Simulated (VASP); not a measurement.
# DyBe (Cmmm) in VASP: notebook

The runs below take DyBe through single point, relaxation of cell and atoms, with PBE.

All numbers are computed with VASP 6.6.1; they aren't measurements. Logs are shortened: lines on timing, memory, paths and dates and some standing lists are left out, and cuts for length are marked.

## Step 1: The cell of the first run

The structure is orthorhombic, space group Cmmm (No. 65). The conventional cell has a = 6.954 Å, b = 7.404 Å, c = 3.717 Å, α = 90.00°, β = 90.00°, γ = 90.00°. Dy (site symmetry 2/m) has 8 Be at 2.74 to 3.76 Å and 6 Dy at 3.48 to 3.72 Å within 3.8 Å. Within 2.5 Å of Be (site symmetry 2mm) lie 1 Be at 1.91 Å.

The cell was generated, and may not be a known phase.

## Step 2: Single point, PBE

Input file INCAR:

```
SYSTEM = DyBe
ALGO = Normal
EDIFF = 1E-6
ENCUT = 600
GGA = PE
GGA_COMPAT = .False.
ISIF = 2
ISMEAR = 0
LASPH = .True.
LCHARG = .False.
LMAXMIX = 6
LREAL = .False.
LWAVE = .False.
NBANDS = 19
NELM = 200
PREC = Accurate
SIGMA = 0.2
```

Input file KPOINTS:

```
k-points
0
Gamma
  5 5 5
  0 0 0
```

Input file POSCAR:

```
DyBe
1.0
    3.4769860956     -3.7018029168      0.0000000000
    3.4769860956      3.7018029168      0.0000000000
    0.0000000000      0.0000000000      3.7168470084
Dy Be
2 2
Direct
    0.0000000000      0.5000000000      0.5000000000
    0.5000000000      0.0000000000      0.5000000000
    0.3623411651      0.3623411651      0.0000000000
    0.6376588349      0.6376588349      0.0000000000
```

Potentials or basis: VASP PAW PBE potentials, release 64 (Dy_3, Be), 4f in core.

Launch:

```sh
cat potpaw_PBE.64/Dy_3/POTCAR potpaw_PBE.64/Be/POTCAR > POTCAR
mpirun -np 1 vasp_std > vasp.out
```

OUTCAR:

```text
SYSTEM = DyBe
   EDIFF = 1E-6
   ENCUT = 600
   GGA = PE
   ISIF = 2
   ISMEAR = 0
   LASPH = .True.
   LREAL = .False.
   NELM = 200
   PREC = Accurate

 ion  position               nearest neighbor table
   1  0.000  0.500  0.500-   3 2.74   4 2.74   3 2.74   4 2.74   2 3.48   2 3.48   2 3.70   2 3.70

   2  0.500  0.000  0.500-   3 2.74   4 2.74   3 2.74   4 2.74   1 3.48   1 3.48   1 3.70   1 3.70

   3  0.362  0.362  0.000-   4 1.91   2 2.74   1 2.74   1 2.74   2 2.74
   4  0.638  0.638  0.000-   3 1.91   2 2.74   1 2.74   1 2.74   2 2.74

  LATTYP: Found a base centered orthorhombic cell.
 ALAT       =     6.9539721912
 B/A-ratio  =     1.0646585333
 C/A-ratio  =     0.5344926477

  Lattice vectors:

 A1 = (   3.4769860956,  -3.7018029168,   0.0000000000)
 A2 = (   3.4769860956,   3.7018029168,   0.0000000000)
 A3 = (   0.0000000000,   0.0000000000,   3.7168470084)

Analysis of symmetry for initial positions (statically):
=====================================================================
 Subroutine PRICEL returns:
 Original cell was already a primitive cell.

 Routine SETGRP: Setting up the symmetry group for a
 base centered orthorhombic supercell.

 Subroutine GETGRP returns: Found  8 space group operations
 (whereof  8 operations were pure point group operations)
 out of a pool of  8 trial point group operations.

The static configuration has the point symmetry D_2h.

Analysis of symmetry for dynamics (positions and initial velocities):
=====================================================================
 Subroutine PRICEL returns:
 Original cell was already a primitive cell.

 Routine SETGRP: Setting up the symmetry group for a
 base centered orthorhombic supercell.

 Subroutine GETGRP returns: Found  8 space group operations
 (whereof  8 operations were pure point group operations)
 out of a pool of  8 trial point group operations.

The dynamic configuration has the point symmetry D_2h.

 Subroutine INISYM returns: Found  8 space group operations
 (whereof  8 operations are pure point group operations),
 and found     1 'primitive' translations

----------------------------------------------------------------------------------------

                                     Primitive cell

  volume of cell :      95.6799

  direct lattice vectors                    reciprocal lattice vectors
     3.476986096 -3.701802917  0.000000000     0.143802703 -0.135069319  0.000000000
     3.476986096  3.701802917  0.000000000     0.143802703  0.135069319  0.000000000
     0.000000000  0.000000000  3.716847008     0.000000000  0.000000000  0.269045241

  length of vectors
     5.078658991  5.078658991  3.716847008     0.197288972  0.197288972  0.269045241

  position of ions in fractional coordinates (direct lattice)
     0.000000000  0.500000000  0.500000000
     0.500000000  0.000000000  0.500000000
     0.362341165  0.362341165  0.000000000
     0.637658835  0.637658835  0.000000000

  ion indices of the primitive-cell ions
   primitive index   ion index
                 1           1
                 2           2
                 3           3
                 4           4

----------------------------------------------------------------------------------------

 KPOINTS: k-points

Automatic generation of k-mesh.
 Grid dimensions read from file:
 generate k-points for:    5    5    5

 Generating k-lattice:

  Cartesian coordinates                     Fractional coordinates (reciprocal lattice)
     0.028760541 -0.027013864  0.000000000     0.200000000  0.000000000  0.000000000
     0.028760541  0.027013864  0.000000000     0.000000000  0.200000000  0.000000000
     0.000000000  0.000000000  0.053809048     0.000000000  0.000000000  0.200000000

  Length of vectors
     0.039457794  0.039457794  0.053809048

  Shift w.r.t. Gamma in fractional coordinates (k-lattice)
     0.000000000  0.000000000  0.000000000

 Subroutine IBZKPT returns following result:
 ===========================================

 Found     27 irreducible k-points:

 Following reciprocal coordinates:
            Coordinates               Weight
  0.000000  0.000000  0.000000      1.000000
  0.200000 -0.000000  0.000000      4.000000
  0.400000  0.000000  0.000000      4.000000
  0.200000  0.200000  0.000000      2.000000
  0.400000  0.200000  0.000000      4.000000
 -0.400000  0.200000  0.000000      4.000000
[... 16 lines left out ...]
  0.400000  0.200000  0.400000      8.000000
 -0.400000  0.200000  0.400000      8.000000
 [... further k-points ...]
   k-points           NKPTS =     27   k-points in BZ     NKDIM =     27   number of bands    NBANDS=     19
   number of dos      NEDOS =    301   number of ions     NIONS =      4
   total plane-waves  NPLWV =  52920
   dimension x,y,z NGX =    42 NGY =   42 NGZ =   30
   dimension x,y,z NGXF=    84 NGYF=   84 NGZF=   60
   ions per type =               2   2
   NGX,Y,Z   is equivalent  to a cutoff of  13.75, 13.75, 13.42 a.u.
[... 101 lines left out ...]
     19       6.2643      0.00000

 k-point     4 :       0.2000    0.2000    0.0000
  band No.  band energies     occupation
      1     -21.1509      2.00000
      2     -21.0926      2.00000
      3     -20.9733      2.00000
      4     -20.8208      2.00000
      5     -20.7850      2.00000
      6     -20.7818      2.00000
[... 11 lines left out ...]
     18       5.9171      0.00000
     19       6.5871      0.00000

 k-point     5 :       0.4000    0.2000    0.0000
  band No.  band energies     occupation
      1     -21.1850      2.00000
      2     -21.0328      2.00000
      3     -21.0027      2.00000
      4     -20.8055      2.00000
      5     -20.7965      2.00000
      6     -20.7896      2.00000
[... 11 lines left out ...]
     18       6.3419      0.00000
     19       6.4725      0.00000

 k-point     6 :      -0.4000    0.2000    0.0000
  band No.  band energies     occupation
      1     -21.2711      2.00000
      2     -20.9635      2.00000
      3     -20.9555      2.00000
      4     -20.8169      2.00000
      5     -20.8132      2.00000
      6     -20.7888      2.00000
[... 11 lines left out ...]
     18       6.6359      0.00000
     19       6.8306      0.00000

 k-point     7 :      -0.2000    0.2000    0.0000
  band No.  band energies     occupation
      1     -21.2978      2.00000
      2     -20.9716      2.00000
      3     -20.8915      2.00000
      4     -20.8360      2.00000
      5     -20.8255      2.00000
      6     -20.7770      2.00000
[... 11 lines left out ...]
     18       6.5170      0.00000
     19       6.8281      0.00000

 k-point     8 :       0.4000    0.4000    0.0000
  band No.  band energies     occupation
      1     -21.2841      2.00000
      2     -21.0466      2.00000
      3     -20.9335      2.00000
      4     -20.8037      2.00000
      5     -20.7977      2.00000
      6     -20.7467      2.00000
[... 256 lines left out ...]
 k-point    20 :       0.2000   -0.0000    0.4000
  band No.  band energies     occupation
      1     -21.2282      2.00000
      2     -21.0503      2.00000
      3     -21.0070      2.00000
      4     -20.9829      2.00000
      5     -20.8685      2.00000
      6     -20.7971      2.00000
[... 11 lines left out ...]
     18       6.5041      0.00000
     19       6.8062      0.00000

 k-point    21 :       0.4000    0.0000    0.4000
  band No.  band energies     occupation
      1     -21.1406      2.00000
      2     -21.0409      2.00000
      3     -21.0289      2.00000
      4     -21.0034      2.00000
      5     -20.8879      2.00000
      6     -20.8448      2.00000
[... 11 lines left out ...]
     18       5.2221      0.00000
     19       5.6589      0.00000

 k-point    22 :       0.2000    0.2000    0.4000
  band No.  band energies     occupation
      1     -21.1292      2.00000
      2     -21.0704      2.00000
      3     -21.0399      2.00000
      4     -20.9928      2.00000
      5     -20.9483      2.00000
      6     -20.7604      2.00000
[... 11 lines left out ...]
     18       5.1958      0.00000
     19       6.3181      0.00000

 k-point    23 :       0.4000    0.2000    0.4000
  band No.  band energies     occupation
      1     -21.1624      2.00000
      2     -21.0206      2.00000
      3     -21.0150      2.00000
      4     -21.0105      2.00000
      5     -20.9748      2.00000
      6     -20.7650      2.00000
[... 11 lines left out ...]
     18       5.3488      0.00000
     19       5.6567      0.00000

 k-point    24 :      -0.4000    0.2000    0.4000
  band No.  band energies     occupation
      1     -21.2466      2.00000
      2     -21.0324      2.00000
      3     -20.9997      2.00000
      4     -20.9389      2.00000
      5     -20.9349      2.00000
      6     -20.7929      2.00000
[... 11 lines left out ...]
     18       5.8059      0.00000
     19       6.0014      0.00000

 [... further k-points ...]

------------------------ aborting loop because EDIFF is reached ----------------------------------------

  FORCE on cell =-STRESS in cart. coord.  units (eV):
  Direction    XX          YY          ZZ          XY          YZ          ZX
  --------------------------------------------------------------------------------------
  -------------------------------------------------------------------------------------
  Total        0.4557981      0.3108987      0.0837567      0.0000000      0.0000000      0.0000000
  in kB        7.6324186      5.2060523      1.4025206      0.0000000      0.0000000      0.0000000
  external PRESSURE =       4.7469972 kB  Pullay stress =       0.0000000 kB

 VOLUME and BASIS-vectors are now :
 -----------------------------------------------------------------------------
  energy-cutoff  :      600.00
  volume of cell :       95.68
      direct lattice vectors                 reciprocal lattice vectors
     3.476986096 -3.701802917  0.000000000     0.143802703 -0.135069319  0.000000000
     3.476986096  3.701802917  0.000000000     0.143802703  0.135069319  0.000000000
     0.000000000  0.000000000  3.716847008     0.000000000  0.000000000  0.269045241

 POSITION                                       TOTAL-FORCE (eV/Angst)
 -----------------------------------------------------------------------------------
      1.73849      1.85090      1.85842         0.000000      0.000000      0.000000
      1.73849     -1.85090      1.85842         0.000000     -0.000000      0.000000
      2.51971      0.00000      0.00000         0.020298      0.000000      0.000000
      4.43426      0.00000      0.00000        -0.020298      0.000000     -0.000000
 -----------------------------------------------------------------------------------
    total drift:                                0.000000      0.000000      0.000000

  FREE ENERGIE OF THE ION-ELECTRON SYSTEM (eV)
  ---------------------------------------------------
  free  energy   TOTEN  =       -13.7044533231 eV

  energy  without entropy=      -13.6436402453  energy(sigma->0) =      -13.67404678
```

It took 27 s on 1 thread of Intel Xeon 6975P-C (Granite Rapids), shared host; peak memory 0.24 GiB.

What came out:

| Property | Result |
| --- | --- |
| Free energy | -13.7045 eV |
| Pressure | 0.5 GPa |
| Largest force | 0.020 eV/Å |
| Band gap on the k mesh | zero (bands 11 and 12 overlap by 0.70 eV) |

Forces on the atoms (eV/Å):
```
Dy   0.000  0.000  0.000
Dy   0.000  0.000  0.000
Be   0.020  0.000  0.000
Be  -0.020  0.000  0.000
```

Levels at points of the mesh, in eV from the Fermi level:
```csv
k point,band 7,band 8,band 9,band 10,band 11,band 12,band 13,band 14,band 15,band 16
"(0.00, 0.00, 0.00)",-5.99,-2.14,-0.99,-0.54,-0.15,-0.07,0.66,1.32,2.60,2.65
```

Caveat: spin-orbit coupling is left out, which moves the levels of the heavy elements; the 4f electrons are frozen in the core, so they carry no moment and show no levels. Spin polarisation is off, so any magnetic state and its effect on volume and gap are missing.

## Step 3: Relaxation of cell and atoms, PBE

This run uses another cell than the first one, of 16.27 Å³/atom.

Input file INCAR:

```
ALGO = Normal
EDIFF = 1E-7
EDIFFG = -0.08
ENCUT = 600
GGA = PE
GGA_COMPAT = F
IBRION = 2
ISIF = 3
ISMEAR = 0
LASPH = T
LCHARG = F
LMAXMIX = 6
LREAL = F
LWAVE = F
NELM = 200
NELMIN = 4
NSW = 36
PREC = Accurate
SIGMA = 0.2
```

Input file KPOINTS:

```
k-points
0
Gamma
  5 5 4
```

Input file POSCAR:

```
DyBe
1.0
    2.5836089800     -2.5841923800      0.0000000000
    2.5836089800      2.5841923800      0.0000000000
    0.0000000000      0.0000000000      4.8750861600
Dy Be
2 2
Direct
    0.0000000000      0.0000000000      0.0000000000
    0.5000000000      0.5000000000      0.5000000000
    0.6318325900      0.6318325900      0.0000000000
    0.3681674100      0.3681674100      0.0000000000
```

Potentials or basis: VASP PAW PBE potentials, release 64 (Dy_3, Be), 4f in core.

Launch:

```sh
cat potpaw_PBE.64/Dy_3/POTCAR potpaw_PBE.64/Be/POTCAR > POTCAR
mpirun -np 1 vasp_std > vasp.out
```

It took 2.9 min on 1 thread of Intel Xeon 6975P-C (Granite Rapids), shared host; peak memory 0.2 GiB.

The run converged. Its results:

```
Free energy                           : -14.7074 eV
Relaxed volume                        : 23.57 Å³/atom
Relaxed cell                          : a = 4.395 Å, b = 4.395 Å, c = 5.316 Å, α = 90.00°, β = 90.00°, γ = 66.65°
Space group after relaxing (to 0.1 Å) : Cmmm (No. 65)
Energy gained by relaxing             : 1862.3 meV/atom
Ionic steps                           : 15
Pressure after relaxing               : 0.1 GPa
Largest force after relaxing          : 0.012 eV/Å
Band gap on the k mesh                : zero (bands 11 and 12 overlap by 0.45 eV)
```

Forces on the atoms (eV/Å):
```
Dy   0.000  0.000  0.000
Dy   0.000  0.000  0.000
Be   0.012  0.000  0.000
Be  -0.012  0.000  0.000
```

Stress tensor (GPa, compression positive):
```
 0.01  0.00  0.00
 0.00  0.34  0.00
 0.00  0.00 -0.10
```

Step by step:
| step | energy change (eV) | largest force (eV/Å) | pressure (GPa) | volume (Å³) |
| --- | --- | --- | --- | --- |
| 1 | 0.0000 | 6.5540 | 48.36 | 65.10 |
| 2 | -5.9616 | 1.9812 | -6.79 | 117.58 |
| 3 | -6.3147 | 3.2915 | 1.46 | 93.16 |
| 4 | -6.2967 | 2.7300 | -3.89 | 104.85 |
| 5 | -6.3336 | 2.8553 | -3.14 | 102.60 |
| 6 | -7.2719 | 0.4693 | -2.82 | 99.11 |
| 7 | -7.2848 | 0.2680 | -2.57 | 98.70 |
| 8 | -7.3839 | 0.1999 | -0.05 | 93.25 |
| 9 | -7.3887 | 0.1779 | 0.70 | 91.91 |
| 10 | -7.4057 | 0.2603 | 0.35 | 92.65 |
| 11 | -7.4132 | 0.3535 | -0.03 | 93.56 |
| 12 | -7.4270 | 0.2565 | -0.17 | 94.07 |
| 13 | -7.4399 | 0.0981 | -0.40 | 95.53 |
| 14 | -7.4412 | 0.0156 | -0.37 | 95.13 |
| 15 | -7.4494 | 0.0119 | 0.08 | 94.27 |

Final structure:
```
CELL_PARAMETERS angstrom
3.67239 -2.41442 0.00000
3.67239 2.41442 0.00000
0.00000 0.00000 5.31596
ATOMIC_POSITIONS crystal
Dy 0.00000 0.00000 0.00000
Dy 0.50000 0.50000 0.50000
Be 0.65091 0.65091 0.00000
Be 0.34909 0.34909 0.00000
```

Levels at points of the mesh, in eV from the Fermi level:
| k point | band 8 | band 9 | band 10 | band 11 | band 12 | band 13 | band 14 | band 15 |
| --- | --- | --- | --- | --- | --- | --- | --- | --- |
| (0.00, 0.00, 0.00) | -2.35 | -1.62 | -1.22 | -0.38 | 0.50 | 1.46 | 2.02 | 2.07 |
| (0.00, 0.00, 0.50) | -3.27 | -1.53 | -1.35 | 0.20 | 1.00 | 1.24 | 1.34 | 2.05 |

Caveat: the volume moved by over 15 % at a fixed basis, so the end points are rough; spin-orbit coupling is left out, which moves the levels of the heavy elements; the 4f electrons are frozen in the core, so they carry no moment and show no levels. Spin polarisation is off, so any magnetic state and its effect on volume and gap are missing.

## Step 4: Relaxation of cell and atoms, PBE

This run uses another cell than the first one, of 16.79 Å³/atom.

Input file INCAR:

```
PREC = Accurate
ENCUT = 600
EDIFF = 1E-7
ISMEAR = 0
SIGMA = 0.2
LREAL = F
LASPH = T
NELM = 200
ALGO = Normal
ISIF = 3
LWAVE = F
LCHARG = F
GGA = PE
IBRION = 2
NSW = 36
EDIFFG = -0.08
GGA_COMPAT = F
NELMIN = 4
LMAXMIX = 6
```

Input file KPOINTS:

```
regular mesh
0
Gamma
  5 5 5
```

Input file POSCAR:

```
DyBe
1.0
    2.4867654700     -3.4112800900      0.0000000000
    2.4867654700      3.4112800900      0.0000000000
    0.0000000000      0.0000000000      3.9573068100
Dy Be
2 2
Direct
    0.0000000000      0.5000000000      0.5000000000
    0.5000000000      0.0000000000      0.5000000000
    0.3183411300      0.3183411300      0.0000000000
    0.6816588700      0.6816588700      0.0000000000
```

Launch:

```sh
cat potpaw_PBE.64/Dy_3/POTCAR potpaw_PBE.64/Be/POTCAR > POTCAR
mpirun -np 1 vasp_std > vasp.out
```

Wall time 3 min (1 thread of Intel Xeon 6975P-C (Granite Rapids), shared host); peak memory 0.22 GiB.

The run converged. Its results:

```yaml
Free_energy: -13.7084 eV
Relaxed_volume: 24.44 Å³/atom
Relaxed_cell: a = 5.168 Å, b = 5.168 Å, c = 3.663 Å, α = 90.00°, β = 90.00°, γ = 91.86°
Space_group_after_relaxing_to_0.1_Å: Cmmm (No. 65)
Energy_gained_by_relaxing: 562.0 meV/atom
Ionic_steps: 16
Pressure_after_relaxing: 0.1 GPa
Largest_force_after_relaxing: 0.033 eV/Å
Band_gap_on_the_k_mesh: zero (bands 11 and 12 overlap by 0.62 eV)
```

Forces on the atoms (eV/Å):
```
Dy   0.000  0.000  0.000
Dy   0.000  0.000  0.000
Be  -0.033  0.000  0.000
Be   0.033  0.000  0.000
```

Stress tensor (GPa, compression positive):
```
-0.16  0.00  0.00
 0.00  0.37  0.00
 0.00  0.00 -0.01
```

The path:
```csv
step,energy change (eV),largest force (eV/Å),pressure (GPa),volume (Å³)
1,0.0000,1.4342,21.26,67.14
2,-1.7189,0.9926,0.29,90.69
3,-1.7201,0.9826,0.62,89.94
4,-1.8140,0.9324,-0.14,91.66
5,-1.9890,0.3172,-1.95,96.93
6,-2.0627,0.1324,-1.13,95.46
7,-2.1200,0.3076,0.40,93.07
8,-2.1220,0.4408,0.81,92.51
9,-2.1700,0.0029,0.90,92.93
10,-2.1810,0.3796,1.19,93.24
11,-2.2141,0.3256,0.22,96.15
12,-2.2300,0.1901,-0.97,100.10
13,-2.2433,0.1953,-0.50,99.11
14,-2.2433,0.1737,-0.53,99.16
15,-2.2475,0.0021,0.22,97.43
16,-2.2478,0.0328,0.07,97.77
```

Final structure:
```cif
data_structure
_symmetry_space_group_name_H-M 'P 1'
_symmetry_Int_Tables_number 1
_cell_length_a 5.1679
_cell_length_b 5.1679
_cell_length_c 3.6627
_cell_angle_alpha 90.000
_cell_angle_beta 90.000
_cell_angle_gamma 91.855
_cell_volume 97.77
loop_
_atom_site_label
_atom_site_type_symbol
_atom_site_fract_x
_atom_site_fract_y
_atom_site_fract_z
_atom_site_occupancy
Dy1 Dy 0.00000 0.50000 0.50000 1
Dy2 Dy 0.50000 0.00000 0.50000 1
Be1 Be 0.36695 0.36695 0.00000 1
Be2 Be 0.63305 0.63305 0.00000 1
```

Levels at points of the mesh, in eV from the Fermi level:
```tsv
k point	band 8	band 9	band 10	band 11	band 12	band 13	band 14	band 15
(0.00, 0.00, 0.00)	-2.13	-1.12	-0.55	-0.31	-0.07	0.47	1.41	2.84
```

Caveat: the volume moved by over 15 % at a fixed basis, so the end points are rough; spin-orbit coupling is left out, which moves the levels of the heavy elements; the 4f electrons are frozen in the core, so they carry no moment and show no levels; the relaxation stopped at a loose force limit of 0.08 eV/Å, so its end isn't a converged minimum.

## Step 5: Overview

```csv
task,cell,k mesh,gap on the mesh (eV),pressure (GPa),relaxed volume (Å³/atom),largest force (eV/Å)
single point,"a = 5.079, b = 5.079, c = 3.717 Å, angles 90.0, 90.0, 93.6°, 4 atoms, atomic positions A",5 × 5 × 5,none,0.5,-,0.02
relaxation of cell and atoms,"relaxed from a = 3.654, b = 3.654, c = 4.875 Å, 4 atoms, atomic positions B",5 × 5 × 4,none,0.1,23.57,0.01
relaxation of cell and atoms,"relaxed from a = 4.221, b = 4.221, c = 3.957 Å, angles 90.0, 90.0, 107.8°, 4 atoms, atomic positions C",5 × 5 × 5,none,0.1,24.44,0.03
```

Alike in all rows: level PBE; potentials or basis VASP PAW PBE potentials, release 64 (Dy_3, Be), 4f in core; no spin polarisation; cutoff (eV) 600; smearing gaussian 0.2 eV.

Caveats: spin-orbit coupling is left out, which moves the levels of the heavy elements; the 4f electrons are frozen in the core, so they carry no moment and show no levels; the volume moved by over 15 % at a fixed basis, so the end points are rough (at least some runs); the relaxation stopped at a loose force limit of 0.08 eV/Å, so its end isn't a converged minimum (at least some runs).

Absolute energies hang on the potentials; compare differences alone.
